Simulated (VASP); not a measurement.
Wanted: the native input for a VASP 6.6.1 run.

* Task: density of states
* Functional: LDA
* Potentials or basis: VASP PAW LDA potentials, release 64 (W_sv)
* Cutoff: 520 eV
* k mesh: 19 × 19 × 19
* Occupations: fermi-dirac, width 0.1 eV
* Spin: no spin polarisation
* Dipole correction: no
* k mesh for the DOS: 29 × 29 × 29
* Occupations for the DOS: tetrahedron
* Further INCAR settings: ALGO = Normal; EDIFF = 1e-06

The system is W.

```xyz
1
Lattice="-1.5020 1.5020 1.5020 1.5020 -1.5020 1.5020 1.5020 1.5020 -1.5020" Properties=species:S:1:pos:R:3 pbc="T T T"
W     0.0000    0.0000    0.0000
```

This cell differs from its parent crystal: volume scaled by 0.88.

One way to write it, as run:

POSCAR

```
W
1.0
   -1.5020499337      1.5020499337      1.5020499337
    1.5020499337     -1.5020499337      1.5020499337
    1.5020499337      1.5020499337     -1.5020499337
W
1
Direct
    0.0000000000      0.0000000000      0.0000000000
```

INCAR.step1

```
SYSTEM = W
ALGO     = Normal         ! electronic algorithm
EDIFF    = 1E-6           ! SCF threshold, eV
ENCUT    = 520            ! plane-wave cutoff, eV
GGA      = CA             ! functional
ISIF     = 2              ! what is computed and relaxed
ISMEAR   = -1             ! smearing method
LASPH    = .True.         ! aspherical terms in the spheres
LCHARG   = .True.         ! write CHGCAR
LMAXMIX  = 4              ! l up to which the mixer works
LREAL    = .False.        ! projectors in reciprocal space
LWAVE    = .False.        ! write WAVECAR
NBANDS   = 13             ! bands
NELM     = 80             ! most SCF steps
PREC     = Accurate       ! precision mode
SIGMA    = 0.1            ! smearing width, eV
```

KPOINTS.step1

```
k-points
0
Gamma
  19 19 19
  0 0 0
```

INCAR.step2

```
SYSTEM = W
ALGO     = Normal         ! electronic algorithm
EDIFF    = 1E-6           ! SCF threshold, eV
ENCUT    = 520            ! plane-wave cutoff, eV
GGA      = CA             ! functional
ICHARG   = 11             ! starting density
ISIF     = 2              ! what is computed and relaxed
ISMEAR   = -5             ! smearing method
LASPH    = .True.         ! aspherical terms in the spheres
LCHARG   = .False.        ! write CHGCAR
LMAXMIX  = 4              ! l up to which the mixer works
LORBIT   = 10             ! projections on sites
LREAL    = .False.        ! projectors in reciprocal space
LWAVE    = .False.        ! write WAVECAR
NEDOS    = 2001           ! points of the DOS
NELM     = 80             ! most SCF steps
PREC     = Accurate       ! precision mode
SIGMA    = 0.1            ! smearing width, eV
```

KPOINTS.step2

```
k-points
0
Gamma
  29 29 29
  0 0 0
```

Potentials or basis: VASP PAW LDA potentials, release 64 (W_sv).

Command:

```console
$ cat potpaw_LDA.64/W_sv/POTCAR > POTCAR
$ cp INCAR.step1 INCAR
$ cp KPOINTS.step1 KPOINTS
$ mpirun -np 1 vasp_std > vasp.out
$ cp INCAR.step2 INCAR
$ cp KPOINTS.step2 KPOINTS
$ mpirun -np 1 vasp_std > vasp.out
```

It gave:

```yaml
Valence_electrons_inside_the_program's_atomic_spheres: W 12.55
```

Caveat: spin-orbit coupling is left out, which moves the levels of the heavy elements.

It took 48 s on 1 thread of Intel(R) Xeon(R) Platinum 8488C (Sapphire Rapids), with other jobs on the host, peak memory 0.25 GiB.
